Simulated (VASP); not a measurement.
A run of VASP 6.6.1 is set up as follows.

The input POSCAR:

```
Mg2FeH6
1.0
    0.0000000000      3.1800493358      3.1800493358
    3.1800493358      0.0000000000      3.1800493358
    3.1800493358      3.1800493358      0.0000000000
Mg Fe H
2 1 6
Direct
    0.2500000000      0.2500000000      0.2500000000
    0.7500000000      0.7500000000      0.7500000000
    0.0000000000      0.0000000000      0.0000000000
    0.7571496160      0.2428503840      0.7571496160
    0.2428503840      0.2428503840      0.7571496160
    0.7571496160      0.7571496160      0.2428503840
    0.2428503840      0.7571496160      0.2428503840
    0.2428503840      0.7571496160      0.7571496160
    0.7571496160      0.2428503840      0.2428503840
```

Contents of INCAR.step1:

```
PREC = Accurate
ENCUT = 520
ISMEAR = 0
SIGMA = 0.02
LREAL = F
LASPH = T
NELM = 100
NBANDS = 19
GGA = PE
ALGO = Normal
EDIFF = 1E-4
LWAVE = T
LCHARG = F
```

INCAR.step2

```
PREC = Accurate
ENCUT = 520
EDIFF = 1E-7
ISMEAR = 0
SIGMA = 0.02
LREAL = F
LASPH = T
NELM = 100
ALGO = Normal
ISIF = 2
LWAVE = F
LCHARG = T
METAGGA = R2SCAN
LMIXTAU = T
LELF = T
LVHAR = T
NBANDS = 19
ISTART = 1
```

File KPOINTS:

```
Automatic mesh
0
Gamma
  8 8 8
```

Potentials or basis: VASP PAW PBE potentials, release 64 (Mg, Fe, H).

Command:

```console
$ cat potpaw_PBE.64/Mg/POTCAR potpaw_PBE.64/Fe/POTCAR potpaw_PBE.64/H/POTCAR > POTCAR
$ cp INCAR.step1 INCAR
$ mpirun -np 1 vasp_std > vasp.out
$ cp INCAR.step2 INCAR
$ mpirun -np 1 vasp_std > vasp.out
```

(1) Estimate the largest force.

(2) Estimate the pressure.

## Answers

(1) 0.038 eV/Å.

(2) -0.4 GPa.

Caveat: the PAW data sets were made with another functional, which shifts forces and pressure a little.
